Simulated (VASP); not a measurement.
# BaS (Fm-3m) in VASP: notebook, part 2 of 2

VASP 6.6.1. The steps go on from the part before.

## 3. Single point, LDA (31.27 Å³/atom)

This run uses another cell than the first one, of 31.27 Å³/atom.

File INCAR:

```
SYSTEM = BaS
PREC = Accurate ; ENCUT = 520
EDIFF = 1E-6 ; ISMEAR = -1
SIGMA = 0.01 ; LREAL = .FALSE.
LASPH = .TRUE. ; NELM = 60
ALGO = Normal ; ISIF = 2
LWAVE = .FALSE. ; LCHARG = .FALSE.
NBANDS = 15
```

File KPOINTS:

```
Automatic mesh
0
G
  7 7 7
  0 0 0
```

File POSCAR:

```
BaS
1.0
    0.0000000000      3.1505859250      3.1505859250
    3.1505859250      0.0000000000      3.1505859250
    3.1505859250      3.1505859250      0.0000000000
Ba S
1 1
Direct
    0.0000000000      0.0000000000      0.0000000000
    0.5000000000      0.5000000000      0.5000000000
```

Potentials or basis: VASP PAW LDA potentials, release 64 (Ba_sv, S).

The run is started by

```bash
$ cat potpaw_LDA.64/Ba_sv/POTCAR potpaw_LDA.64/S/POTCAR > POTCAR
$ mpirun -np 1 vasp_std > vasp.out
```

OUTCAR:

```text
SYSTEM = BaS
   PREC = Accurate
   ENCUT = 520
   EDIFF = 1E-6
   ISMEAR = -1
   LREAL = .FALSE.
   LASPH = .TRUE.
   NELM = 60
   ISIF = 2

 ion  position               nearest neighbor table
   1  0.000  0.000  0.000-   2 3.15   2 3.15   2 3.15   2 3.15   2 3.15   2 3.15
   2  0.500  0.500  0.500-   1 3.15   1 3.15   1 3.15   1 3.15   1 3.15   1 3.15

  LATTYP: Found a face centered cubic cell.
 ALAT       =     6.3011718500

  Lattice vectors:

 A1 = (   0.0000000000,   3.1505859250,   3.1505859250)
 A2 = (   3.1505859250,   0.0000000000,   3.1505859250)
 A3 = (   3.1505859250,   3.1505859250,   0.0000000000)

Analysis of symmetry for initial positions (statically):
=====================================================================
 Subroutine PRICEL returns:
 Original cell was already a primitive cell.

 Routine SETGRP: Setting up the symmetry group for a
 face centered cubic supercell.

 Subroutine GETGRP returns: Found 48 space group operations
 (whereof 48 operations were pure point group operations)
 out of a pool of 48 trial point group operations.

The static configuration has the point symmetry O_h .

Analysis of symmetry for dynamics (positions and initial velocities):
=====================================================================
 Subroutine PRICEL returns:
 Original cell was already a primitive cell.

 Routine SETGRP: Setting up the symmetry group for a
 face centered cubic supercell.

 Subroutine GETGRP returns: Found 48 space group operations
 (whereof 48 operations were pure point group operations)
 out of a pool of 48 trial point group operations.

The dynamic configuration has the point symmetry O_h .

 Subroutine INISYM returns: Found 48 space group operations
 (whereof 48 operations are pure point group operations),
 and found     1 'primitive' translations

----------------------------------------------------------------------------------------

                                     Primitive cell

  volume of cell :      62.5466

  direct lattice vectors                    reciprocal lattice vectors
     0.000000000  3.150585925  3.150585925    -0.158700639  0.158700639  0.158700639
     3.150585925  0.000000000  3.150585925     0.158700639 -0.158700639  0.158700639
     3.150585925  3.150585925  0.000000000     0.158700639  0.158700639 -0.158700639

  length of vectors
     4.455601345  4.455601345  4.455601345     0.274877570  0.274877570  0.274877570

  position of ions in fractional coordinates (direct lattice)
     0.000000000  0.000000000  0.000000000
     0.500000000  0.500000000  0.500000000

  ion indices of the primitive-cell ions
   primitive index   ion index
                 1           1
                 2           2

----------------------------------------------------------------------------------------

 KPOINTS: Automatic mesh

Automatic generation of k-mesh.
 Grid dimensions read from file:
 generate k-points for:    7    7    7

 Generating k-lattice:

  Cartesian coordinates                     Fractional coordinates (reciprocal lattice)
    -0.022671520  0.022671520  0.022671520     0.142857143  0.000000000  0.000000000
     0.022671520 -0.022671520  0.022671520     0.000000000  0.142857143  0.000000000
     0.022671520  0.022671520 -0.022671520     0.000000000  0.000000000  0.142857143

  Length of vectors
     0.039268224  0.039268224  0.039268224

  Shift w.r.t. Gamma in fractional coordinates (k-lattice)
[... 32 lines left out ...]
   dimension x,y,z NGX =    36 NGY =   36 NGZ =   36
   dimension x,y,z NGXF=    72 NGYF=   72 NGZF=   72
   ions per type =               1   1
   NGX,Y,Z   is equivalent  to a cutoff of  13.43, 13.43, 13.43 a.u.
   NGXF,Y,Z  is equivalent  to a cutoff of  26.86, 26.86, 26.86 a.u.
 SYSTEM =  BaS
   PREC   = accura    normal or accurate (medium, high low for compatibility)
   ISTART =      0    job   : 0-new  1-cont  2-samecut
   ICHARG =      2    charge: 1-file 2-atom 10-const
   ISPIN  =      1    spin polarized calculation?
   LNONCOLLINEAR =      F non collinear calculations
   LSORBIT =      F    spin-orbit coupling
   LASPH  =      T    aspherical Exc in radial PAW
   ENCUT  =  520.0 eV  38.22 Ry    6.18 a.u.   8.28  8.28  8.28*2*pi/ulx,y,z
   NELM   =     60;   NELMIN=  2; NELMDL= -5     # of ELM steps
   EDIFF  = 0.1E-05   stopping-criterion for ELM
   LREAL  =      F    real-space projection
   EDIFFG = 0.1E-04   stopping-criterion for IOM
   NSW    =      0    number of steps for IOM
   IBRION =     -1    ionic relax: 0-MD 1-quasi-New 2-CG
   NFREE  =      0    steps in history (QN), initial steepest desc. (CG)
   ISIF   =      2    stress and relaxation
   ISYM   =      2    0-nonsym 1-usesym 2-fastsym
   POTIM  = 0.5000    time-step for ionic-motion
   TEBEG  =    0.0;   TEEND  =   0.0 temperature during run
   PSTRESS=    0.0 pullay stress
   NELECT =      16.0000    total number of electrons
   NUPDOWN=      -1.0000    fix difference up-down
   EMIN   =  10.00;   EMAX   =-10.00  energy-range for DOS
   EFERMI =   0.00;   METHOD = LEGACY
   ISMEAR =    -1;   SIGMA  =   0.01  broadening in eV -4-tet -1-fermi 0-gaus
   EFERMI_NEDOS =   21; number of points for ismear=-14 and -15
   IALGO  =     38    algorithm
   IMIX   =      4    mixing-type and parameters
     AMIX     =   0.40;   BMIX     =  1.00
     AMIX_MAG =   1.60;   BMIX_MAG =  1.00
  volume/ion in A,a.u.               =      31.27       211.04
  Fermi-wavevector in a.u.,A,eV,Ry     =   1.039234  1.963868 14.694402  1.080008
  Thomas-Fermi vector in A             =   2.173755
   LORBIT       =      0    0 simple, 1 ext, 2 COOP (PROOUT), +10 PAW based schemes
   GGA     = CA    functional components
   LHFCALC =     F    Hartree Fock is set to
   AEXX    =    0.0000 exact exchange contribution
   IVDW    =     0    specifies the selected vdW correction
   LEPSILON=     F    determine dielectric tensor
   LRPA    =     F    only Hartree local field effects (RPA)
 non-spin polarized calculation
  energy-cutoff  :      520.00
  volume of cell :       62.55
 maximum number of plane-waves:      1705
 NGX is ok and might be reduce to    36
   NGX = 17   NGY = 17   NGZ = 17

 number of electron      15.9999998 magnetization

 Free energy of the ion-electron system (eV)
  ---------------------------------------------------
  ext. energy  EPLUGINS =         0.00000000
  ---------------------------------------------------
  free energy    TOTEN  =       -11.17481731 eV

  energy without entropy =      -11.17481731  energy(sigma->0) =      -11.17481731

 E-fermi :   1.7362     XC(G=0):  -9.1584

 val. band max:        1.4622721292   @ k =   0.0000   0.0000   0.0000
 cond. band min:       3.3505088521   @ k =   0.4286   0.4286   0.0000
 fundamental gap:      1.8882367228
 Fermi energy:         1.7362407751

 k-point     1 :       0.0000    0.0000    0.0000
  band No.  band energies     occupation
      1     -24.4177      2.00000
      2      -9.4850      2.00000
      3      -9.4850      2.00000
      4      -9.4850      2.00000
      5      -8.9173      2.00000
      6       1.4623      2.00000
      7       1.4623      2.00000
      8       1.4623      2.00000
      9       4.9754      0.00000
     10       5.1629      0.00000
     11       5.1629      0.00000
     12       5.1629      0.00000
     13       6.1927      0.00000
     14       6.1927      0.00000
[... 329 lines left out ...]
      2     -10.2740      2.00000
      3      -9.9254      2.00000
      4      -9.7491      2.00000
      5      -8.1076      2.00000
      6       0.2201      2.00000
      7       0.8510      2.00000
      8       0.9491      2.00000
      9       5.2381      0.00000
     10       6.2024      0.00000
     11       7.9781      0.00000
     12       8.6105      0.00000
     13       8.7793      0.00000
     14      10.8044      0.00000
     15      11.7696      0.00000

------------------------ aborting loop because EDIFF is reached ----------------------------------------

  FORCE on cell =-STRESS in cart. coord.  units (eV):
  Direction    XX          YY          ZZ          XY          YZ          ZX
  --------------------------------------------------------------------------------------
  -------------------------------------------------------------------------------------
  Total        0.0141679      0.0141679      0.0141679      0.0000000      0.0000000      0.0000000
  in kB        0.3629202      0.3629202      0.3629202      0.0000000      0.0000000      0.0000000
  external PRESSURE =       0.3629202 kB  Pullay stress =       0.0000000 kB

 VOLUME and BASIS-vectors are now :
 -----------------------------------------------------------------------------
  energy-cutoff  :      520.00
  volume of cell :       62.55
      direct lattice vectors                 reciprocal lattice vectors
     0.000000000  3.150585925  3.150585925    -0.158700639  0.158700639  0.158700639
     3.150585925  0.000000000  3.150585925     0.158700639 -0.158700639  0.158700639
     3.150585925  3.150585925  0.000000000     0.158700639  0.158700639 -0.158700639

 POSITION                                       TOTAL-FORCE (eV/Angst)
 -----------------------------------------------------------------------------------
      0.00000      0.00000      0.00000         0.000000      0.000000     -0.000000
      3.15059      3.15059      3.15059        -0.000000     -0.000000      0.000000
 -----------------------------------------------------------------------------------
    total drift:                                0.000000      0.000000      0.000000

  FREE ENERGIE OF THE ION-ELECTRON SYSTEM (eV)
  ---------------------------------------------------
  free  energy   TOTEN  =       -11.1748173059 eV

  energy  without entropy=      -11.1748173059  energy(sigma->0) =      -11.17481731
```

stdout:

```text
POSCAR found type information on POSCAR BaS
 POSCAR found :  2 types and       2 ions
 scaLAPACK will be used
 LDA part: xc-table for (Slater(with rela. corr.)+CA(PZ))
 , standard interpolation
 POSCAR, INCAR and KPOINTS ok, starting setup
 FFT: planning ... GRIDC
 FFT: planning ... GRID_SOFT
 FFT: planning ... GRID
 WAVECAR not read
 entering main loop
```

It took 7.6 s on 1 thread of Intel Xeon 6975P-C (Granite Rapids), shared host; peak memory 0.17 GiB.

What came out:

- Free energy: -11.1748 eV
- Pressure: 0.0 GPa
- Band gap on the k mesh: 1.89 eV (least direct gap 2.02 eV)

Levels at points of the mesh, in eV from the valence-band top:
```csv
k point,band 5,band 6,band 7,band 8,band 9,band 10,band 11,band 12
"(0.00, 0.00, 0.00)",-10.38,0.00,0.00,0.00,3.51,3.70,3.70,3.70
```

Caveat: spin-orbit coupling is left out, which moves the levels of the heavy elements; an odd mesh through Γ misses points on the zone boundary, where band edges can lie.

## 4. Single point, LDA (31.92 Å³/atom)

This run uses another cell than the first one, of 31.92 Å³/atom.

File INCAR:

```
SYSTEM = BaS
PREC = Accurate
ENCUT = 520
EDIFF = 1E-6
ISMEAR = -1
SIGMA = 0.01
LREAL = .FALSE.
LASPH = .TRUE.
NELM = 60
ALGO = Normal
ISIF = 2
LWAVE = .FALSE.
LCHARG = .TRUE.
LELF = .TRUE.
LVHAR = .TRUE.
NBANDS = 15
```

KPOINTS is that of step 3.

File POSCAR:

```
BaS
1.0
    0.0000000000      3.1723147904      3.1723147904
    3.1723147904      0.0000000000      3.1723147904
    3.1723147904      3.1723147904      0.0000000000
Ba S
1 1
Direct
    0.0000000000      0.0000000000      0.0000000000
    0.5000000000      0.5000000000      0.5000000000
```

The run is started by

```bash
$ cat potpaw_LDA.64/Ba_sv/POTCAR potpaw_LDA.64/S/POTCAR > POTCAR
$ mpirun -np 1 vasp_std > vasp.out
```

It took 10 s on 1 thread of Intel Xeon 6975P-C (Granite Rapids), shared host; peak memory 0.18 GiB.

The run converged. Its results:

```
Free energy            : -11.1712 eV
Pressure               : -1.0 GPa
Band gap on the k mesh : 1.93 eV (least direct gap 2.07 eV)
```

Levels at points of the mesh, in eV from the valence-band top:
```csv
k point,band 6,band 7,band 8,band 9,band 10,band 11
"(0.00, 0.00, 0.00)",0.00,0.00,0.00,3.41,3.70,3.70
```

Caveat: spin-orbit coupling is left out, which moves the levels of the heavy elements; an odd mesh through Γ misses points on the zone boundary, where band edges can lie.

## 5. Single point, LDA (32.90 Å³/atom)

This run uses another cell than the first one, of 32.90 Å³/atom.

File INCAR:

```
ALGO     = Normal         # electronic algorithm
EDIFF    = 1E-7           # SCF threshold, eV
ENCUT    = 520            # plane-wave cutoff, eV
ISIF     = 2              # what is computed and relaxed
ISMEAR   = -1             # smearing method
LASPH    = T              # aspherical terms in the spheres
LCHARG   = T              # write CHGCAR
LELF     = T              # ELF
LREAL    = F              # projectors in reciprocal space
LVHAR    = T            
LWAVE    = F              # write WAVECAR
NBANDS   = 15             # bands
NELM     = 100            # most SCF steps
PREC     = Accurate       # precision mode
SIGMA    = 0.01           # smearing width, eV
```

File KPOINTS:

```
k-points
0
Gamma
  7 7 7
```

File POSCAR:

```
BaS
1.0
    0.0000000000      3.2043605431      3.2043605431
    3.2043605431      0.0000000000      3.2043605431
    3.2043605431      3.2043605431      0.0000000000
Ba S
1 1
Direct
    0.0000000000      0.0000000000      0.0000000000
    0.5000000000      0.5000000000      0.5000000000
```

Potentials or basis: VASP PAW LDA potentials, release 64 (Ba_sv, S).

The run is started by

```bash
$ cat potpaw_LDA.64/Ba_sv/POTCAR potpaw_LDA.64/S/POTCAR > POTCAR
$ mpirun -np 1 vasp_std > vasp.out
```

OUTCAR:

```text
EDIFF = 1E-7
   ENCUT = 520
   ISIF = 2
   ISMEAR = -1
   LASPH = T
   LREAL = F
   NELM = 100
   PREC = Accurate

 ion  position               nearest neighbor table
   1  0.000  0.000  0.000-   2 3.20   2 3.20   2 3.20   2 3.20   2 3.20   2 3.20
   2  0.500  0.500  0.500-   1 3.20   1 3.20   1 3.20   1 3.20   1 3.20   1 3.20

  LATTYP: Found a face centered cubic cell.
 ALAT       =     6.4087210862

  Lattice vectors:

 A1 = (   0.0000000000,   3.2043605431,   3.2043605431)
 A2 = (   3.2043605431,   0.0000000000,   3.2043605431)
 A3 = (   3.2043605431,   3.2043605431,   0.0000000000)

Analysis of symmetry for initial positions (statically):
=====================================================================
 Subroutine PRICEL returns:
 Original cell was already a primitive cell.

 Routine SETGRP: Setting up the symmetry group for a
 face centered cubic supercell.

 Subroutine GETGRP returns: Found 48 space group operations
 (whereof 48 operations were pure point group operations)
 out of a pool of 48 trial point group operations.

The static configuration has the point symmetry O_h .
[... 168 lines left out ...]
      4      -9.9166      2.00000
      5      -9.1126      2.00000
      6       1.1876      2.00000
      7       1.1876      2.00000
      8       1.1876      2.00000
      9       4.4519      0.00000
     10       4.8879      0.00000
     11       4.8879      0.00000
     12       4.8879      0.00000
     13       5.8616      0.00000
     14       5.8616      0.00000
[... 329 lines left out ...]
      2     -10.5428      2.00000
      3     -10.2818      2.00000
      4     -10.1332      2.00000
      5      -8.4493      2.00000
      6       0.0207      2.00000
      7       0.5777      2.00000
      8       0.6409      2.00000
      9       4.9414      0.00000
     10       5.8526      0.00000
     11       7.4345      0.00000
     12       8.0888      0.00000
     13       8.2584      0.00000
     14      10.1045      0.00000
     15      11.1582      0.00000

------------------------ aborting loop because EDIFF is reached ----------------------------------------

  FORCE on cell =-STRESS in cart. coord.  units (eV):
  Direction    XX          YY          ZZ          XY          YZ          ZX
  --------------------------------------------------------------------------------------
  -------------------------------------------------------------------------------------
  Total       -0.9212549     -0.9212549     -0.9212549      0.0000000      0.0000000     -0.0000000
  in kB      -22.4303611    -22.4303611    -22.4303611      0.0000000      0.0000000     -0.0000000
  external PRESSURE =     -22.4303611 kB  Pullay stress =       0.0000000 kB

 VOLUME and BASIS-vectors are now :
 -----------------------------------------------------------------------------
  energy-cutoff  :      520.00
  volume of cell :       65.80
      direct lattice vectors                 reciprocal lattice vectors
     0.000000000  3.204360543  3.204360543    -0.156037373  0.156037373  0.156037373
     3.204360543  0.000000000  3.204360543     0.156037373 -0.156037373  0.156037373
     3.204360543  3.204360543  0.000000000     0.156037373  0.156037373 -0.156037373

 POSITION                                       TOTAL-FORCE (eV/Angst)
 -----------------------------------------------------------------------------------
      0.00000      0.00000      0.00000        -0.000000     -0.000000     -0.000000
      3.20436      3.20436      3.20436         0.000000      0.000000      0.000000
 -----------------------------------------------------------------------------------
    total drift:                                0.000000      0.000000      0.000000

  FREE ENERGIE OF THE ION-ELECTRON SYSTEM (eV)
  ---------------------------------------------------
  free  energy   TOTEN  =       -11.1516486381 eV

  energy  without entropy=      -11.1516486381  energy(sigma->0) =      -11.15164864
```

Wall time 8.6 s (1 thread of Intel Xeon 6975P-C (Granite Rapids), shared host); peak memory 0.17 GiB.

What came out:

```
Free energy            : -11.1516 eV
Pressure               : -2.2 GPa
Band gap on the k mesh : 1.98 eV (least direct gap 2.13 eV)
```

Caveat: spin-orbit coupling is left out, which moves the levels of the heavy elements; an odd mesh through Γ misses points on the zone boundary, where band edges can lie.

## 6. The runs side by side

```csv
cell,gap on the mesh (eV),pressure (GPa)
"a = 4.424 Å, angles 60.0°, 2 atoms",1.85,1.2
"a = 4.456 Å, angles 60.0°, 2 atoms",1.89,0.0
"a = 4.486 Å, angles 60.0°, 2 atoms",1.93,-1.0
"a = 4.532 Å, angles 60.0°, 2 atoms",1.98,-2.2
```

Alike in all rows: task single point; level LDA; potentials or basis VASP PAW LDA potentials, release 64 (Ba_sv, S); no spin polarisation; k mesh 7 × 7 × 7; cutoff (eV) 520; smearing fermi-dirac 0.01 eV.

Caveats: spin-orbit coupling is left out, which moves the levels of the heavy elements; an odd mesh through Γ misses points on the zone boundary, where band edges can lie.

Absolute energies hang on the potentials; compare differences alone.
